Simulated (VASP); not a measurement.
Write the native input for VASP 6.6.1 that does the following.

```
Task                   : relaxation of cell and atoms
Functional             : r2SCAN
Potentials or basis    : VASP PAW PBE potentials, release 64 (Ag, Nb_sv)
Cutoff                 : 600 eV
k mesh                 : 5 × 5 × 5
Occupations            : fermi-dirac, width 0.1 eV
Spin                   : no spin polarisation
Hubbard terms          : Nb d U = 6.0 eV
Dipole correction      : no
Further INCAR settings : ALGO = Normal; EDIFF = 1e-06; IBRION = 2; EDIFFG = -0.01; NSW = 60; ISIF = 3
```

NbAg3:

```
Ag Nb
1.0
     0.00000    4.11779    0.00000
     4.11779    0.00000    0.00000
     2.05890    2.05890   -4.18108
Ag Nb
3 1
Cartesian
  2.0589 4.1178 -2.0905
  4.1178 2.0589 -2.0905
  2.0589 2.0589 0.0000
  0.0000 0.0000 0.0000
```

The input as run:

POSCAR

```
NbAg3
1.0
    0.0000000000      4.1177915800      0.0000000000
    4.1177915800      0.0000000000      0.0000000000
    2.0588957900      2.0588957900     -4.1810765300
Ag Nb
3 1
Direct
    0.7500000000      0.2500000000      0.5000000000
    0.2500000000      0.7500000000      0.5000000000
    0.5000000000      0.5000000000      0.0000000000
    0.0000000000      0.0000000000      0.0000000000
```

INCAR.step1

```
SYSTEM = NbAg3
PREC = Accurate
ENCUT = 600
ISMEAR = -1
SIGMA = 0.1
LREAL = .False.
LASPH = .True.
NELM = 150
LMAXMIX = 4
LDAU = .True.
LDAUTYPE = 2
LDAUL = -1 2
LDAUU = 0 6
LDAUJ = 0 0
GGA = PE
ALGO = Normal
EDIFF = 1E-4
LWAVE = .True.
LCHARG = .False.
```

INCAR.step2

```
SYSTEM = NbAg3
PREC = Accurate
ENCUT = 600
EDIFF = 1E-6
ISMEAR = -1
SIGMA = 0.1
LREAL = .False.
LASPH = .True.
NELM = 150
ALGO = Normal
ISIF = 3
LWAVE = .False.
LCHARG = .False.
LMAXMIX = 4
LDAU = .True.
LDAUTYPE = 2
LDAUL = -1 2
LDAUU = 0 6
LDAUJ = 0 0
LDAUPRINT = 1
METAGGA = R2SCAN
LMIXTAU = .True.
IBRION = 2
NSW = 60
EDIFFG = -0.01
ISTART = 1
```

KPOINTS

```
regular mesh
0
Gamma
  5 5 5
  0 0 0
```

Potentials or basis: VASP PAW PBE potentials, release 64 (Ag, Nb_sv).

Run with:

```console
$ cat potpaw_PBE.64/Ag/POTCAR potpaw_PBE.64/Nb_sv/POTCAR > POTCAR
$ cp INCAR.step1 INCAR
$ mpirun -np 1 vasp_std > vasp.out
$ cp INCAR.step2 INCAR
$ mpirun -np 1 vasp_std > vasp.out
```

Results of the run:

```yaml
Relaxed_volume: 17.71 Å³/atom
Relaxed_cell: a = 4.215 Å, b = 4.215 Å, c = 4.978 Å, α = 64.96°, β = 64.96°, γ = 90.00°
Space_group_after_relaxing_to_0.1_Å: I4/mmm (No. 139)
Energy_gained_by_relaxing: 8.5 meV/atom
Ionic_steps: 7
Pressure_after_relaxing: 0.0 GPa
Band_gap_on_the_k_mesh: zero (bands 23 and 24 overlap by 1.06 eV)
```

Caveat: the PAW data sets were made with another functional, which shifts forces and pressure a little; U without spin polarisation on a metal has little footing; the U is typed as a test and isn't derived for this compound.

It took 14 min on 1 thread of AMD EPYC 9R45 96-Core Processor (Zen 5), with other jobs on the host, peak memory 0.24 GiB.
